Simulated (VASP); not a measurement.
## Hf5H: single point with PBE+D3(BJ)

System: Hf5H, a slab with vacuum.

```
Hf H
1.0
     4.95641    0.00000    0.00000
    -2.47821    4.29238    0.00000
     0.00000    0.00000   21.13284
Hf H
5 1
Direct
  0.66667 0.33333 0.18928
  0.33333 0.66667 0.23715
  0.00000 0.00000 0.27634
  0.66667 0.33333 0.31643
  0.33333 0.66667 0.37065
  0.33333 0.88889 0.48895
```

| Quantity | Value |
| --- | --- |
| Program | VASP 6.6.1 |
| Task | single point |
| Functional | PBE |
| Dispersion | D3(BJ) |
| Potentials or basis | VASP PAW PBE potentials, release 64 (Hf_pv, H) |
| Cutoff | 520 eV |
| k mesh | 6 × 6 × 1 |
| Occupations | gaussian, width 0.1 eV |
| Spin | no spin polarisation |

```json
{
 "Largest force": "1.915 eV/Å",
 "Band gap on the k mesh": "zero (an odd number of electrons rules out a gap without spin polarisation)",
 "Dispersion energy per atom": "-0.203 eV"
}
```

Forces in eV/Å, atoms in the order of the input:
```
Hf  -0.033  0.054 -1.045
Hf   0.001  0.043  1.043
Hf   0.026 -0.071 -0.004
Hf   0.092 -0.235 -0.074
Hf  -0.451  0.653  1.743
H    0.365 -0.444 -1.661
```

Levels at points of the mesh, in eV from the Fermi level:
| k point | band 22 | band 23 | band 24 | band 25 | band 26 | band 27 | band 28 | band 29 | band 30 | band 31 |
| --- | --- | --- | --- | --- | --- | --- | --- | --- | --- | --- |
| (0.00, 0.00, 0.00) | -0.95 | -0.73 | -0.39 | -0.27 | -0.25 | 0.01 | 0.02 | 0.34 | 1.05 | 1.06 |
| (0.50, 0.00, 0.00) | -0.89 | -0.49 | -0.20 | -0.13 | -0.02 | 0.03 | 0.12 | 0.30 | 0.95 | 1.09 |
| (0.00, 0.50, 0.00) | -0.87 | -0.56 | -0.38 | -0.08 | -0.02 | -0.01 | 0.13 | 0.41 | 1.08 | 1.17 |
| (0.50, 0.50, 0.00) | -0.88 | -0.66 | -0.35 | -0.14 | -0.02 | 0.10 | 0.13 | 0.53 | 0.98 | 1.10 |

Run time: 9.8 min on 1 thread of Intel(R) Xeon(R) 6975P-C (Granite Rapids) (shared host), peak memory 0.68 GiB.

Caveat: spin-orbit coupling is left out, which moves the levels of the heavy elements.
